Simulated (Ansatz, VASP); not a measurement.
Two plane-wave programs on HfN

```
Hf N
1.0
     4.01667    0.00000    0.00000
     0.00000    2.07097    1.99676
     0.00000   -2.07097    1.99676
Hf N
1 1
Direct
  0.00000 0.05013 0.05013
  0.50000 0.89024 0.89024
```

Alike in both runs: task single point; functional PBE; k mesh 4 × 6 × 6; occupations gaussian, width 0.1 eV; no spin polarisation.

|  | VASP | Ansatz |
| --- | --- | --- |
| version | VASP 6.6.1 | Ansatz 0.2.0 |
| potentials or method | VASP PAW PBE potentials, release 64 (Hf_pv, N), cutoff 520 eV | scalar-relativistic, plane waves, PAW |
| valence electrons in the cell | 15 | 31 |

|  | VASP | Ansatz | Ansatz less VASP |
| --- | --- | --- | --- |
| gap on the k mesh at the Fermi level (eV) | none | none | - |
| pressure (GPa) | -5.5 | -4.9 | +0.62 |
| traceless stress, the component that is largest in VASP (GPa) | -31.56 | -31.32 | +0.248 |
| rms of the force components (eV/Å) | 0.290 | 0.297 | +0.0066 |

Atom by atom the forces differ by 0.007 eV/Å (rms over components). A gap of «none» marks a metal or a gap that the smearing closes. VASP's potentials hold 15 valence electrons a cell and Ansatz's 31, so a difference there can come from the potentials and not from the codes.

The k mesh is coarse, so the values compare programs but aren't converged. Spin-orbit coupling is off throughout.
